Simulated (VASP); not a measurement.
The system is HgTe (Coloradoite).

```
Hg Te
1.0
     0.00000    3.21450    3.21450
     3.21450    0.00000    3.21450
     3.21450    3.21450    0.00000
Hg Te
1 1
Direct
  0.00000 0.00000 0.00000
  0.75000 0.75000 0.75000
```

```yaml
Program: VASP 6.6.1
Task: relaxation of cell and atoms
Functional: PBE
Dispersion: D3(BJ)
Potentials_or_basis: VASP PAW PBE potentials, release 64 (Hg, Te)
Cutoff: 600 eV
k_mesh: 7 × 7 × 7
Occupations: fermi-dirac, width 0.05 eV
Spin: no spin polarisation
```

At the start: pressure 2.6 GPa; volume 33.22 Å³/atom.

Q: Where does the relaxation end?

A: Over 3 steps the energy falls by 14.8 meV/atom and the volume is 35.14 Å³/atom (+5.8 %); space group F-43m (No. 216, to 0.05 Å).

The path:
```
step  energy change (eV)  largest force (eV/Å)  pressure (GPa)  volume (Å³)
   1              0.0000                0.0000            2.62        66.43
   2             -0.0259                0.0000           -0.79        71.78
   3             -0.0297                0.0000            0.01        70.28
```

Final structure:
```xyz
2
Lattice="0.0000 3.2754 3.2754 3.2754 0.0000 3.2754 3.2754 3.2754 0.0000" Properties=species:S:1:pos:R:3 pbc="T T T"
Hg    0.0000    0.0000    0.0000
Te    4.9132    4.9132    4.9132
```

Caveat: pairwise dispersion overbinds metals, which lowers pressure and volume.
